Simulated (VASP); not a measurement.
# Ta2SiO3 (P6/mmm) in VASP: single point with PBE

Aim: the single point of Ta2SiO3 with PBE.

All numbers are computed with VASP 6.6.1; they aren't measurements. Logs are shortened: lines on timing, memory, paths and dates and some standing lists are left out, and cuts for length are marked.

## 1. The cell of the first run

The structure is hexagonal, space group P6/mmm (No. 191). Conventional cell: a = 6.584 Å, b = 6.584 Å, c = 2.879 Å, α = 90.00°, β = 90.00°, γ = 120.00°. Ta (site symmetry -6m2) has 3 O at 1.90 Å within 2.5 Å. Si (site symmetry 6/mmm) has 2 Si at 2.88 Å and 12 O at 3.59 Å within 3.8 Å. Within 2.5 Å of O (site symmetry mmm) lie 2 Ta at 1.90 Å.

The cell was generated, and may not be a known phase.

## 2. Single point, PBE, collinear spin

Input file INCAR:

```
PREC = Accurate
ENCUT = 520
EDIFF = 1E-6
ISMEAR = 0
SIGMA = 0.1
LREAL = False
LASPH = True
NELM = 150
ALGO = Normal
ISIF = 2
LWAVE = False
LCHARG = False
ISPIN = 2
MAGMOM = 0 0 0.47 0 0 0
LORBIT = 11
LMAXMIX = 4
GGA = PE
NBANDS = 35
```

Input file KPOINTS:

```
Automatic mesh
0
Gamma
  6 6 14
```

Input file POSCAR:

```
Ta2SiO3
1.0
    6.5843809812      0.0000000000      0.0000000000
   -3.2921904906      5.7022411979      0.0000000000
    0.0000000000      0.0000000000      2.8787029560
Ta Si O
2 1 3
Direct
    0.3333333333      0.6666666667      0.5000000000
    0.6666666667      0.3333333333      0.5000000000
    0.0000000000      0.0000000000      0.0000000000
    0.5000000000      0.0000000000      0.5000000000
    0.0000000000      0.5000000000      0.5000000000
    0.5000000000      0.5000000000      0.5000000000
```

Potentials or basis: VASP PAW PBE potentials, release 64 (Ta_pv, Si, O).

On the command line:

```bash
$ cat potpaw_PBE.64/Ta_pv/POTCAR potpaw_PBE.64/Si/POTCAR potpaw_PBE.64/O/POTCAR > POTCAR
$ mpirun -np 1 vasp_std > vasp.out
```

OUTCAR:

```text
PREC = Accurate
   ENCUT = 520
   EDIFF = 1E-6
   ISMEAR = 0
   LREAL = False
   LASPH = True
   NELM = 150
   ISIF = 2
   ISPIN = 2
   LORBIT = 11
   GGA = PE

 ion  position               nearest neighbor table
   1  0.333  0.667  0.500-   4 1.90   5 1.90   6 1.90
   2  0.667  0.333  0.500-   4 1.90   5 1.90   6 1.90
   3  0.000  0.000  0.000-
   4  0.500  0.000  0.500-   1 1.90   2 1.90
   5  0.000  0.500  0.500-   1 1.90   2 1.90
   6  0.500  0.500  0.500-   1 1.90   2 1.90

  LATTYP: Found a hexagonal cell.
 ALAT       =     6.5843809812
 C/A-ratio  =     0.4372017604

  Lattice vectors:

 A1 = (   6.5843809812,   0.0000000000,   0.0000000000)
 A2 = (  -3.2921904906,   5.7022411979,   0.0000000000)
 A3 = (   0.0000000000,   0.0000000000,   2.8787029560)

Analysis of symmetry for initial positions (statically):
=====================================================================
 Subroutine PRICEL returns:
 Original cell was already a primitive cell.

 Routine SETGRP: Setting up the symmetry group for a
 hexagonal supercell.

 Subroutine GETGRP returns: Found 24 space group operations
 (whereof 24 operations were pure point group operations)
 out of a pool of 24 trial point group operations.

The static configuration has the point symmetry D_6h.

Analysis of symmetry for dynamics (positions and initial velocities):
=====================================================================
 Subroutine PRICEL returns:
 Original cell was already a primitive cell.

 Routine SETGRP: Setting up the symmetry group for a
 hexagonal supercell.

 Subroutine GETGRP returns: Found 24 space group operations
 (whereof 24 operations were pure point group operations)
 out of a pool of 24 trial point group operations.

The dynamic configuration has the point symmetry D_6h.

Analysis of structural, dynamic, and magnetic symmetry:
=====================================================================
 Subroutine PRICEL returns:
 Original cell was already a primitive cell.

 Routine SETGRP: Setting up the symmetry group for a
 hexagonal supercell.

 Subroutine GETGRP returns: Found 24 space group operations
 (whereof 24 operations were pure point group operations)
 out of a pool of 24 trial point group operations.

The overall configuration has the point symmetry D_6h.

 Subroutine INISYM returns: Found 24 space group operations
 (whereof 24 operations are pure point group operations),
 and found     1 'primitive' translations

[... 140 lines left out ...]

 number of electron      43.9999990 magnetization       0.0080391

 Free energy of the ion-electron system (eV)
  ---------------------------------------------------
  ext. energy  EPLUGINS =         0.00000000
  ---------------------------------------------------
  free energy    TOTEN  =       -51.31777198 eV

  energy without entropy =      -51.29249580  energy(sigma->0) =      -51.30513389

 E-fermi :   3.3628     XC(G=0):  -9.7697

 val. band max:        3.3583521916   @ k =   0.5000   0.0000   0.2857
 cond. band min:       3.3647932709   @ k =   0.1667   0.0000   0.1429
 fundamental gap:      0.0064410793
 Fermi energy:         3.3627616409

 spin component 1

 k-point     1 :       0.0000    0.0000    0.0000
  band No.  band energies     occupation
      1     -32.4712      1.00000
      2     -32.4712      1.00000
      3     -32.3301      1.00000
      4     -32.3301      1.00000
      5     -31.4308      1.00000
      6     -31.4214      1.00000
[... 877 lines left out ...]
     33       8.9455      0.00000
     34       9.7943      0.00000

 [... further k-points ...]

 spin component 2

 k-point     1 :       0.0000    0.0000    0.0000
  band No.  band energies     occupation
      1     -32.4714      1.00000
      2     -32.4714      1.00000
      3     -32.3304      1.00000
      4     -32.3304      1.00000
      5     -31.4312      1.00000
      6     -31.4218      1.00000
[... 877 lines left out ...]
     33       8.9468      0.00000
     34       9.7972      0.00000

 [... further k-points ...]

 [bands above 34 left out]

------------------------ aborting loop because EDIFF is reached ----------------------------------------

  FORCE on cell =-STRESS in cart. coord.  units (eV):
  Direction    XX          YY          ZZ          XY          YZ          ZX
  --------------------------------------------------------------------------------------
  -------------------------------------------------------------------------------------
  Total        0.5777529      0.5777529     -0.0548905      0.0000000      0.0000000     -0.0000000
  in kB        8.5643676      8.5643676     -0.8136745      0.0000000      0.0000000     -0.0000000
  external PRESSURE =       5.4383536 kB  Pullay stress =       0.0000000 kB

 VOLUME and BASIS-vectors are now :
 -----------------------------------------------------------------------------
  energy-cutoff  :      520.00
  volume of cell :      108.08
      direct lattice vectors                 reciprocal lattice vectors
     6.584380981  0.000000000  0.000000000     0.151874565  0.087684821  0.000000000
    -3.292190491  5.702241198  0.000000000     0.000000000  0.175369642  0.000000000
     0.000000000  0.000000000  2.878702956     0.000000000  0.000000000  0.347378669

 POSITION                                       TOTAL-FORCE (eV/Angst)
 -----------------------------------------------------------------------------------
     -0.00000      3.80149      1.43935         0.000000      0.000000     -0.000000
      3.29219      1.90075      1.43935        -0.000000      0.000000      0.000000
      0.00000      0.00000      0.00000        -0.000000      0.000000      0.000000
      3.29219      0.00000      1.43935        -0.000000      0.000000      0.000000
     -1.64610      2.85112      1.43935        -0.000000      0.000000      0.000000
      1.64610      2.85112      1.43935        -0.000000      0.000000      0.000000
 -----------------------------------------------------------------------------------
    total drift:                                0.000000     -0.000000      0.000000

  FREE ENERGIE OF THE ION-ELECTRON SYSTEM (eV)
  ---------------------------------------------------
  free  energy   TOTEN  =       -51.3177719764 eV

  energy  without entropy=      -51.2924957978  energy(sigma->0) =      -51.30513389

 total charge

# of ion       s       p       d       tot
------------------------------------------
    1        0.386   6.217   2.378   8.981
    2        0.386   6.217   2.378   8.981
    3        0.913   0.585   0.000   1.498
    4        1.577   3.497   0.000   5.074
    5        1.577   3.497   0.000   5.074
    6        1.577   3.497   0.000   5.074
--------------------------------------------------
tot          6.416  23.510   4.756  34.683

 magnetization (x)

# of ion       s       p       d       tot
------------------------------------------
    1       -0.000  -0.000  -0.000  -0.000
    2       -0.000  -0.000  -0.000  -0.000
    3        0.000   0.002   0.000   0.002
    4        0.000   0.000   0.000   0.000
    5        0.000   0.000   0.000   0.000
    6        0.000   0.000   0.000   0.000
--------------------------------------------------
tot          0.000   0.003  -0.001   0.003
```

Wall time 11 min (1 thread of Intel Xeon Platinum 8259CL at 2.50GHz (Skylake/Cascade Lake), shared host); peak memory 0.48 GiB.

Results:

```yaml
Free_energy: -51.3178 eV
Pressure: 0.5 GPa
Band_gap_on_the_k_mesh: zero (filled and empty bands overlap)
Net_moment: 0.01 μB per cell
Valence_electrons_inside_the_program's_atomic_spheres: Ta 8.98; Si 1.50; O 5.07
```

Caveat: spin-orbit coupling is left out, which moves the levels of the heavy elements.
